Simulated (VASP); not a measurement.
# Si3Mo (Pm-3n) in VASP: notebook

Runs on Si3Mo. Level: PBE. Tasks: relaxation of cell and atoms, single point.

All numbers are computed with VASP 6.6.1; they aren't measurements. Logs are shortened: lines on timing, memory, paths and dates and some standing lists are left out, and cuts for length are marked.

## Step 1: The cell of the first run

Symmetry: Pm-3n, No. 223, cubic system. The conventional cell has a = 5.045 Å, b = 5.045 Å, c = 5.045 Å, α = 90.00°, β = 90.00°, γ = 90.00°. Si (site symmetry -4m2) has 10 Si at 2.52 to 3.09 Å and 4 Mo at 2.82 Å within 3.3 Å. Mo (site symmetry m-3) has 12 Si at 2.82 Å within 3.7 Å.

The cell was built from a structure type or drawn by symmetry, and may not be a known phase.

## Step 2: Relaxation of cell and atoms, PBE

The input, INCAR:

```
  ALGO = Normal
  EDIFF = 1E-6
  EDIFFG = -0.04
  ENCUT = 600
  GGA = PE
  IBRION = 2
  ISIF = 3
  ISMEAR = 0
  LASPH = T
  LCHARG = F
  LREAL = F
  LWAVE = F
  NELM = 80
  NSW = 90
  PREC = Accurate
  SIGMA = 0.1
```

The input, KPOINTS:

```
k-points
0
Gamma
  4 4 4
```

The input, POSCAR:

```
Si3Mo
1.0
    5.0452987400      0.0000000000      0.0000000000
    0.0000000000      5.0452987400      0.0000000000
    0.0000000000      0.0000000000      5.0452987400
Si Mo
6 2
Direct
    0.2500000000      0.0000000000      0.5000000000
    0.5000000000      0.7500000000      0.0000000000
    0.7500000000      0.0000000000      0.5000000000
    0.5000000000      0.2500000000      0.0000000000
    0.0000000000      0.5000000000      0.7500000000
    0.0000000000      0.5000000000      0.2500000000
    0.0000000000      0.0000000000      0.0000000000
    0.5000000000      0.5000000000      0.5000000000
```

Potentials or basis: VASP PAW PBE potentials, release 64 (Si, Mo_sv).

Run with:

```
$ cat potpaw_PBE.64/Si/POTCAR potpaw_PBE.64/Mo_sv/POTCAR > POTCAR
$ mpirun -np 1 vasp_std > vasp.out
```

OUTCAR:

```text
EDIFF = 1E-6
   EDIFFG = -0.04
   ENCUT = 600
   GGA = PE
   IBRION = 2
   ISIF = 3
   ISMEAR = 0
   LASPH = T
   LREAL = F
   NELM = 80
   NSW = 90
   PREC = Accurate

 ion  position               nearest neighbor table
   1  0.250  0.000  0.500-   3 2.52   3 2.52   8 2.82   7 2.82   8 2.82   7 2.82   4 3.09   2 3.09
                             4 3.09   5 3.09   5 3.09   6 3.09   6 3.09   2 3.09
   2  0.500  0.750  0.000-   4 2.52   4 2.52   8 2.82   8 2.82   7 2.82   7 2.82   1 3.09   1 3.09
                             3 3.09   5 3.09   6 3.09   5 3.09   6 3.09   3 3.09
   3  0.750  0.000  0.500-   1 2.52   1 2.52   8 2.82   7 2.82   8 2.82   7 2.82   4 3.09   2 3.09
                             4 3.09   5 3.09   5 3.09   6 3.09   6 3.09   2 3.09
   4  0.500  0.250  0.000-   2 2.52   2 2.52   8 2.82   8 2.82   7 2.82   7 2.82   3 3.09   1 3.09
                             3 3.09   5 3.09   6 3.09   5 3.09   6 3.09   1 3.09
   5  0.000  0.500  0.750-   6 2.52   6 2.52   8 2.82   7 2.82   7 2.82   8 2.82   3 3.09   4 3.09
                             1 3.09   3 3.09   1 3.09   2 3.09   4 3.09   2 3.09
   6  0.000  0.500  0.250-   5 2.52   5 2.52   8 2.82   7 2.82   7 2.82   8 2.82   3 3.09   4 3.09
                             1 3.09   3 3.09   1 3.09   2 3.09   4 3.09   2 3.09
   7  0.000  0.000  0.000-   1 2.82   2 2.82   3 2.82   4 2.82   5 2.82   6 2.82   1 2.82   3 2.82
                             5 2.82   6 2.82   2 2.82   4 2.82
   8  0.500  0.500  0.500-   1 2.82   2 2.82   3 2.82   4 2.82   5 2.82   6 2.82   2 2.82   4 2.82
                             1 2.82   3 2.82   5 2.82   6 2.82

  LATTYP: Found a simple cubic cell.
 ALAT       =     5.0452987400

  Lattice vectors:

 A1 = (   5.0452987400,   0.0000000000,   0.0000000000)
 A2 = (   0.0000000000,   5.0452987400,   0.0000000000)
 A3 = (   0.0000000000,   0.0000000000,   5.0452987400)

Analysis of symmetry for initial positions (statically):
=====================================================================
 Subroutine PRICEL returns:
 Original cell was already a primitive cell.

 Routine SETGRP: Setting up the symmetry group for a
 simple cubic supercell.

 Subroutine GETGRP returns: Found 48 space group operations
 (whereof 24 operations were pure point group operations)
 out of a pool of 48 trial point group operations.

The static configuration has the point symmetry T_h .
 The point group associated with its full space group is O_h .

Analysis of symmetry for dynamics (positions and initial velocities):
=====================================================================
 Subroutine PRICEL returns:
 Original cell was already a primitive cell.

 Routine SETGRP: Setting up the symmetry group for a
 simple cubic supercell.

 Subroutine GETGRP returns: Found 48 space group operations
 (whereof 24 operations were pure point group operations)
 out of a pool of 48 trial point group operations.

The dynamic configuration has the point symmetry T_h .
 The point group associated with its full space group is O_h .

 Subroutine INISYM returns: Found 48 space group operations
 (whereof 24 operations are pure point group operations),
 and found     1 'primitive' translations

[... 85 lines left out ...]
   ISPIN  =      1    spin polarized calculation?
   LNONCOLLINEAR =      F non collinear calculations
   LSORBIT =      F    spin-orbit coupling
   LASPH  =      T    aspherical Exc in radial PAW
   ENCUT  =  600.0 eV  44.10 Ry    6.64 a.u.  10.08 10.08 10.08*2*pi/ulx,y,z
   NELM   =     80;   NELMIN=  2; NELMDL= -5     # of ELM steps
   EDIFF  = 0.1E-05   stopping-criterion for ELM
   LREAL  =      F    real-space projection
   EDIFFG = -.4E-01   stopping-criterion for IOM
   NSW    =     90    number of steps for IOM
   IBRION =      2    ionic relax: 0-MD 1-quasi-New 2-CG
   NFREE  =      1    steps in history (QN), initial steepest desc. (CG)
   ISIF   =      3    stress and relaxation
   ISYM   =      2    0-nonsym 1-usesym 2-fastsym
   POTIM  = 0.5000    time-step for ionic-motion
   TEBEG  =    0.0;   TEEND  =   0.0 temperature during run
   PSTRESS=    0.0 pullay stress
   NELECT =      52.0000    total number of electrons
   NUPDOWN=      -1.0000    fix difference up-down
   EMIN   =  10.00;   EMAX   =-10.00  energy-range for DOS
   EFERMI =   0.00;   METHOD = LEGACY
   ISMEAR =     0;   SIGMA  =   0.10  broadening in eV -4-tet -1-fermi 0-gaus
   EFERMI_NEDOS =   21; number of points for ismear=-14 and -15
   IALGO  =     38    algorithm
   IMIX   =      4    mixing-type and parameters
     AMIX     =   0.40;   BMIX     =  1.00
     AMIX_MAG =   1.60;   BMIX_MAG =  1.00
  volume/ion in A,a.u.               =      16.05       108.33
  Fermi-wavevector in a.u.,A,eV,Ry     =   1.211125  2.288695 19.957357  1.466824
  Thomas-Fermi vector in A             =   2.346651
   LORBIT       =      0    0 simple, 1 ext, 2 COOP (PROOUT), +10 PAW based schemes
   GGA     = PE    functional components
   LHFCALC =     F    Hartree Fock is set to
   AEXX    =    0.0000 exact exchange contribution
   IVDW    =     0    specifies the selected vdW correction
   LEPSILON=     F    determine dielectric tensor
   LRPA    =     F    only Hartree local field effects (RPA)
 conjugate gradient relaxation of ions
 non-spin polarized calculation
 Gauss-broadening in eV      SIGMA  =   0.10
  energy-cutoff  :      600.00
  volume of cell :      128.43
 maximum number of plane-waves:      4337
   NGX = 21   NGY = 21   NGZ = 21

--------------------------------------- Ionic step        1  -------------------------------------------

 number of electron      52.0000010 magnetization

 Free energy of the ion-electron system (eV)
  ---------------------------------------------------
  ext. energy  EPLUGINS =         0.00000000
  ---------------------------------------------------
  free energy    TOTEN  =       -53.43013440 eV

  energy without entropy =      -53.40718544  energy(sigma->0) =      -53.41865992

 E-fermi :   9.2996     XC(G=0): -11.3814

 val. band max:        9.2766324367   @ k =   0.5000   0.2500   0.0000
 cond. band min:       9.3251724183   @ k =   0.5000   0.0000   0.0000
 fundamental gap:      0.0485399816
 Fermi energy:         9.2995951123

 k-point     1 :       0.0000    0.0000    0.0000
  band No.  band energies     occupation
      1     -51.2091      2.00000
      2     -51.2084      2.00000
      3     -25.3159      2.00000
      4     -25.3159      2.00000
      5     -25.3159      2.00000
      6     -25.3066      2.00000
[... 412 lines left out ...]
--------------------------------------- Ionic step        3  -------------------------------------------

 number of electron      51.9999998 magnetization

 Free energy of the ion-electron system (eV)
  ---------------------------------------------------
  ext. energy  EPLUGINS =         0.00000000
  ---------------------------------------------------
  free energy    TOTEN  =       -54.43713180 eV

  energy without entropy =      -54.41598328  energy(sigma->0) =      -54.42655754

 E-fermi :  11.1512     XC(G=0): -11.9960

 val. band max:       11.1251868436   @ k =   0.2500   0.0000   0.0000
 cond. band min:      11.2066168874   @ k =   0.5000   0.0000   0.0000
 fundamental gap:      0.0814300438
 Fermi energy:        11.1512117874

 k-point     1 :       0.0000    0.0000    0.0000
  band No.  band energies     occupation
      1     -49.1247      2.00000
      2     -49.1229      2.00000
      3     -23.3090      2.00000
      4     -23.3090      2.00000
      5     -23.3090      2.00000
      6     -23.2899      2.00000
[... 364 lines left out ...]
  FREE ENERGIE OF THE ION-ELECTRON SYSTEM (eV)
  ---------------------------------------------------
  free  energy   TOTEN  =       -54.4371318024 eV

  energy  without entropy=      -54.4159832751  energy(sigma->0) =      -54.42655754

 reached required accuracy - stopping structural energy minimisation
```

OSZICAR:

```text
N       E                     dE             d eps       ncg     rms          rms(c)
DAV:   1     0.354986304675E+03    0.35499E+03   -0.28448E+04   692   0.173E+03
DAV:   2    -0.317669573675E+02   -0.38675E+03   -0.37877E+03   706   0.386E+02
DAV:   3    -0.546351428853E+02   -0.22868E+02   -0.22195E+02   824   0.696E+01
[... 31 lines left out ...]
DAV:   6    -0.544365168437E+02    0.13726E-01   -0.67467E-02   714   0.125E+00    0.285E-01
DAV:   7    -0.544371337338E+02   -0.61689E-03   -0.51759E-03   752   0.301E-01    0.689E-02
DAV:   8    -0.544371546414E+02   -0.20908E-04   -0.21280E-04   750   0.839E-02    0.610E-02
DAV:   9    -0.544371326781E+02    0.21963E-04   -0.20216E-04   736   0.669E-02    0.157E-02
DAV:  10    -0.544371318024E+02    0.87580E-06   -0.71845E-06   647   0.167E-02
   3 F= -.54437132E+02 E0= -.54426558E+02  d E =-.100700E+01
```

Wall time 56 s (1 thread of Intel Xeon 6975P-C (Granite Rapids), shared host); peak memory 0.26 GiB.

What came out:

* Free energy: -54.4371 eV
* Relaxed volume: 13.99 Å³/atom
* Relaxed cell: a = 4.819 Å, b = 4.819 Å, c = 4.819 Å, α = 90.00°, β = 90.00°, γ = 90.00°
* Space group after relaxing (to 0.1 Å): Pm-3n (No. 223)
* Energy gained by relaxing: 125.9 meV/atom
* Ionic steps: 3
* Pressure after relaxing: -0.4 GPa
* Band gap on the k mesh: zero (bands 26 and 27 overlap by 0.63 eV)

Step by step:
```
step  energy change (eV)  largest force (eV/Å)  pressure (GPa)  volume (Å³)
   1              0.0000                0.0000          -16.90       128.43
   2             -0.1580                0.0000           24.91        99.45
   3             -1.0070                0.0000           -0.43       111.91
```

Final structure:
```
Si Mo
1.0
     4.81898    0.00000    0.00000
     0.00000    4.81898    0.00000
     0.00000    0.00000    4.81898
Si Mo
6 2
Direct
  0.25000 0.00000 0.50000
  0.50000 0.75000 0.00000
  0.75000 0.00000 0.50000
  0.50000 0.25000 0.00000
  0.00000 0.50000 0.75000
  0.00000 0.50000 0.25000
  0.00000 0.00000 0.00000
  0.50000 0.50000 0.50000
```

## Step 3: Single point, PBE, collinear spin

This run uses another cell than the first one, of 13.95 Å³/atom.

The input, INCAR:

```
ALGO = Normal ; EDIFF = 1E-6
ENCUT = 520 ; GGA = PE
ISIF = 2 ; ISMEAR = 0
ISPIN = 2 ; LASPH = T
LCHARG = T ; LELF = T
LMAXMIX = 4 ; LORBIT = 11
LREAL = F ; LVHAR = T
LWAVE = F ; MAGMOM = 0 0 0 0 0 0 1 1
NBANDS = 40 ; NELM = 150
PREC = Accurate ; SIGMA = 0.1
```

KPOINTS is that of step 2.

POSCAR: that of step 2 with these lines changed.

```diff
@@ -2,5 +2,5 @@
 1.0
-    5.0452987400      0.0000000000      0.0000000000
-    0.0000000000      5.0452987400      0.0000000000
-    0.0000000000      0.0000000000      5.0452987400
+    4.8144356828      0.0000000000      0.0000000000
+    0.0000000000      4.8144356828      0.0000000000
+    0.0000000000      0.0000000000      4.8144356828
 Si Mo
```

Potentials or basis: VASP PAW PBE potentials, release 64 (Si, Mo_sv).

Run with:

```
$ cat potpaw_PBE.64/Si/POTCAR potpaw_PBE.64/Mo_sv/POTCAR > POTCAR
$ mpirun -np 1 vasp_std > vasp.out
```

Wall time 40 s (1 thread of Intel Xeon 6975P-C (Granite Rapids), shared host); peak memory 0.26 GiB.

It converged, with:

| Property | Result |
| --- | --- |
| Free energy | -54.4324 eV |
| Pressure | 0.0 GPa |
| Band gap on the k mesh | zero (filled and empty bands overlap) |
| Net moment | 0.00 μB per cell |
| Valence electrons inside the program's atomic spheres | Si 1.59; Mo 12.62 |

Levels at points of the mesh, in eV from the Fermi level:
Spin up:
```csv
k point,band 22,band 23,band 24,band 25,band 26,band 27,band 28,band 29,band 30,band 31
"(0.00, 0.00, 0.00)",-1.91,-1.91,-0.92,-0.92,-0.92,1.07,1.07,1.07,2.26,2.26
"(0.50, 0.00, 0.00)",-2.60,0.06,0.06,0.06,0.06,1.94,1.94,2.14,2.14,2.18
"(0.50, 0.50, 0.00)",-2.38,-0.88,-0.88,-0.34,-0.23,0.88,1.14,2.82,2.90,3.02
"(0.50, 0.50, 0.50)",-0.98,-0.98,-0.98,-0.98,-0.98,2.35,2.35,2.35,2.35,2.35
```
Spin down:
```tsv
k point	band 23	band 24	band 25	band 26	band 27	band 28	band 29	band 30
(0.00, 0.00, 0.00)	-1.91	-0.92	-0.92	-0.92	1.07	1.07	1.07	2.26
(0.50, 0.00, 0.00)	0.06	0.06	0.06	0.06	1.94	1.94	2.14	2.14
(0.50, 0.50, 0.00)	-0.88	-0.88	-0.34	-0.23	0.88	1.14	2.82	2.90
(0.50, 0.50, 0.50)	-0.98	-0.98	-0.98	-0.98	2.35	2.35	2.35	2.35
```

## Step 4: Relaxation of cell and atoms, PBE

This run uses another cell than the first one, of 13.95 Å³/atom.

The input, INCAR:

```
  PREC = Accurate
  ENCUT = 600
  EDIFF = 1E-6
  ISMEAR = 0
  SIGMA = 0.1
  LREAL = False
  LASPH = True
  NELM = 100
  ALGO = Normal
  ISIF = 3
  LWAVE = False
  LCHARG = False
  GGA = PE
  IBRION = 2
  NSW = 100
  EDIFFG = -0.01
```

The input, KPOINTS:

```
regular mesh
0
Gamma
  8 8 8
```

POSCAR is that of step 3.

Run with:

```
$ cat potpaw_PBE.64/Si/POTCAR potpaw_PBE.64/Mo_sv/POTCAR > POTCAR
$ mpirun -np 1 vasp_std > vasp.out
```

It took 2.2 min on 1 thread of Intel Xeon 6975P-C (Granite Rapids), shared host; peak memory 0.32 GiB.

Results (log left out):

* Free energy: -54.2476 eV
* Relaxed volume: 13.93 Å³/atom
* Relaxed cell: a = 4.813 Å, b = 4.813 Å, c = 4.813 Å, α = 90.00°, β = 90.00°, γ = 90.00°
* Space group after relaxing (to 0.1 Å): Pm-3n (No. 223)
* Energy gained by relaxing: 0.0 meV/atom
* Ionic steps: 3
* Pressure after relaxing: 0.0 GPa
* Band gap on the k mesh: zero (bands 26 and 27 overlap by 0.90 eV)

Final structure:
```cif
data_structure
_symmetry_space_group_name_H-M 'P 1'
_symmetry_Int_Tables_number 1
_cell_length_a 4.8128
_cell_length_b 4.8128
_cell_length_c 4.8128
_cell_angle_alpha 90.000
_cell_angle_beta 90.000
_cell_angle_gamma 90.000
_cell_volume 111.48
loop_
_atom_site_label
_atom_site_type_symbol
_atom_site_fract_x
_atom_site_fract_y
_atom_site_fract_z
_atom_site_occupancy
Si1 Si 0.25000 0.00000 0.50000 1
Si2 Si 0.50000 0.75000 0.00000 1
Si3 Si 0.75000 0.00000 0.50000 1
Si4 Si 0.50000 0.25000 0.00000 1
Si5 Si 0.00000 0.50000 0.75000 1
Si6 Si 0.00000 0.50000 0.25000 1
Mo1 Mo 0.00000 0.00000 0.00000 1
Mo2 Mo 0.50000 0.50000 0.50000 1
```

Levels at points of the mesh, in eV from the Fermi level:
```csv
k point,band 22,band 23,band 24,band 25,band 26,band 27,band 28,band 29,band 30,band 31
"(0.00, 0.00, 0.00)",-1.99,-1.99,-0.96,-0.96,-0.96,1.00,1.00,1.00,2.23,2.23
"(0.50, 0.00, 0.00)",-2.65,0.00,0.00,0.01,0.01,1.90,1.90,2.09,2.09,2.12
"(0.50, 0.50, 0.00)",-2.43,-0.92,-0.92,-0.37,-0.26,0.81,1.06,2.74,2.82,2.99
"(0.50, 0.50, 0.50)",-1.03,-1.03,-1.03,-1.03,-1.03,2.27,2.27,2.27,2.27,2.27
```

## Step 5: Summary

```tsv
task	spin	cell	k mesh	cutoff (eV)	gap on the mesh (eV)	pressure (GPa)	relaxed volume (Å³/atom)
relaxation of cell and atoms	off	relaxed from a = 5.045 Å, 8 atoms	4 × 4 × 4	600	none	-0.4	13.99
single point	collinear	a = 4.814 Å, 8 atoms	4 × 4 × 4	520	none	0.0	-
relaxation of cell and atoms	off	relaxed from a = 4.814 Å, 8 atoms	8 × 8 × 8	600	none	0.0	13.93
```

Alike in all rows: level PBE; potentials or basis VASP PAW PBE potentials, release 64 (Si, Mo_sv); smearing gaussian 0.1 eV.

Absolute energies hang on the potentials; compare differences alone.
